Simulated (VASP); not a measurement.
Here is a VASP 6.6.1 calculation.

Contents of INCAR:

```
SYSTEM = NaCl
PREC = Accurate
ENCUT = 520
EDIFF = 1E-6
ISMEAR = -1
SIGMA = 0.05
LREAL = .FALSE.
LASPH = .TRUE.
NELM = 100
ALGO = Normal
ISIF = 2
LWAVE = .FALSE.
LCHARG = .TRUE.
GGA = B5
ALDAX = 1.0
AGGAX = 1.0
AGGAC = 1.0
ALDAC = 0.0
IVDW = 12
VDW_S6 = 1.0
VDW_S8 = 2.6996
VDW_A1 = 0.4298
VDW_A2 = 4.2359
LELF = .TRUE.
LVHAR = .TRUE.
NBANDS = 14
```

Contents of KPOINTS:

```
regular mesh
0
G
  8 8 8
  0 0 0
```

File POSCAR:

```
NaCl
1.0
    3.3988348888      0.0000000000      0.0000000000
    0.0000000000      3.3988348888      0.0000000000
    0.0000000000      0.0000000000      3.3988348888
Cl Na
1 1
Direct
    0.5000000000      0.5000000000      0.5000000000
    0.0000000000      0.0000000000      0.0000000000
```

Potentials or basis: VASP PAW PBE potentials, release 64 (Cl, Na_pv).

The run is started by

```sh
$ cat potpaw_PBE.64/Cl/POTCAR potpaw_PBE.64/Na_pv/POTCAR > POTCAR
$ mpirun -np 1 vasp_std > vasp.out
```

(1) Estimate the pressure.

(2) Estimate the dispersion energy per atom.

(3) Predict the band gap on the k mesh.

Results:

(1) -0.2 GPa.

(2) -0.552 eV.

(3) 4.38 eV (least direct gap 4.94 eV).

Caveat: the PAW data sets were made with another functional, which shifts forces and pressure a little.
